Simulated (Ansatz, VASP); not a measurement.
## Al3Cu: VASP beside Ansatz

```xyz
4
Lattice="3.7983 0.0000 0.0000 0.0000 3.7983 0.0000 0.0000 0.0000 4.2883" Properties=species:S:1:pos:R:3 pbc="T T T"
Al    0.0000    1.8992    2.1441
Al    1.8992    0.0000    2.1441
Al    1.8992    1.8992    0.0000
Cu    0.0000    0.0000    0.0000
```

Alike in both runs: task single point; functional LDA; k mesh 12 × 12 × 12; occupations gaussian, width 0.15 eV; no spin polarisation.

|  | VASP | Ansatz |
| --- | --- | --- |
| version | VASP 6.6.1 | Ansatz 0.2.0 |
| potentials or method | VASP PAW LDA potentials, release 64 (Al, Cu), cutoff 520 eV | scalar-relativistic, plane waves, PAW |
| valence electrons in the cell | 20 | 28 |

|  | VASP | Ansatz | Ansatz less VASP |
| --- | --- | --- | --- |
| gap on the k mesh at the Fermi level (eV) | none | none | - |
| pressure (GPa) | -5.7 | -5.8 | -0.13 |
| traceless stress, the component that is largest in VASP (GPa) | -5.70 | -5.67 | +0.033 |

Ansatz warns that its potentials were made for another functional, while VASP's fit it. LDA's correlation is that of Perdew and Zunger in VASP and of Perdew and Wang (1992) in Ansatz. A gap of «none» marks a metal or a gap that the smearing closes. VASP's potentials hold 20 valence electrons a cell and Ansatz's 28, so a difference there can come from the potentials and not from the codes.
